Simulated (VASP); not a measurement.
Al2O3: relaxation of cell and atoms with PBE

Crystal: Al2O3.

```
Al O
1.0
    -4.56860    4.56860    4.56860
     4.56860   -4.56860    4.56860
     4.56860    4.56860   -4.56860
Al O
4 6
Direct
  0.75000 0.75000 0.75000
  0.50000 0.00000 0.75000
  0.00000 0.75000 0.50000
  0.75000 0.50000 0.00000
  0.62500 0.87500 0.75000
  0.87500 0.75000 0.62500
  0.75000 0.62500 0.87500
  0.25000 0.87500 0.62500
  0.62500 0.25000 0.87500
  0.87500 0.62500 0.25000
```

The cell was built from a structure type or drawn by symmetry, and may not be a known phase.

* Program: VASP 6.6.1
* Task: relaxation of cell and atoms
* Functional: PBE
* Potentials or basis: VASP PAW PBE potentials, release 64 (Al, O)
* Cutoff: 600 eV
* k mesh: 4 × 4 × 4
* Occupations: gaussian, width 0.1 eV
* Spin: no spin polarisation
* Dipole correction: no
* Further INCAR settings: ALGO = Normal; EDIFF = 1e-06; IBRION = 2; EDIFFG = -0.04; NSW = 90; ISIF = 3

```
Relaxed volume                        : 43.38 Å³/atom
Relaxed cell                          : a = 8.260 Å, b = 8.260 Å, c = 8.260 Å, α = 109.47°, β = 109.47°, γ = 109.47°
Space group after relaxing (to 0.1 Å) : I4_132 (No. 214)
Energy gained by relaxing             : 104.5 meV/atom
Ionic steps                           : 3
Pressure after relaxing               : -0.1 GPa
Band gap on the k mesh                : 4.01 eV (least direct gap 4.19 eV)
```

Step by step:
| step | energy change (eV) | largest force (eV/Å) | pressure (GPa) | volume (Å³) |
| --- | --- | --- | --- | --- |
| 1 | 0.0000 | 0.0000 | 7.20 | 381.43 |
| 2 | -0.3566 | 0.0000 | -3.96 | 484.11 |
| 3 | -1.0454 | 0.0000 | -0.07 | 433.79 |

Final structure:
```
Al O
1.0
    -4.76876    4.76876    4.76876
     4.76876   -4.76876    4.76876
     4.76876    4.76876   -4.76876
Al O
4 6
Cartesian
  3.5766 3.5766 3.5766
  1.1922 5.9609 -1.1922
  5.9609 -1.1922 1.1922
  -1.1922 1.1922 5.9609
  4.7688 2.3844 3.5766
  2.3844 3.5766 4.7688
  3.5766 4.7688 2.3844
  5.9609 0.0000 2.3844
  2.3844 5.9609 0.0000
  0.0000 2.3844 5.9609
```

Levels at points of the mesh, in eV from the valence-band top:
```
           k point  band 21  band 22  band 23  band 24  band 25  band 26  band 27  band 28
(0.00, 0.00, 0.00)    -0.36    -0.18    -0.18    -0.18     4.01     6.90     6.90     6.90
(0.50, 0.00, 0.00)    -0.52    -0.20    -0.09     0.00     4.74     5.35     6.49     6.74
(0.50, 0.50, 0.50)    -0.69     0.00     0.00     0.00     5.59     5.59     5.59     6.34
```

Run time: 6.6 min on 1 thread of Intel(R) Xeon(R) 6975P-C (Granite Rapids), on a shared host, peak memory 0.64 GiB.

A k mesh can miss the band edges.
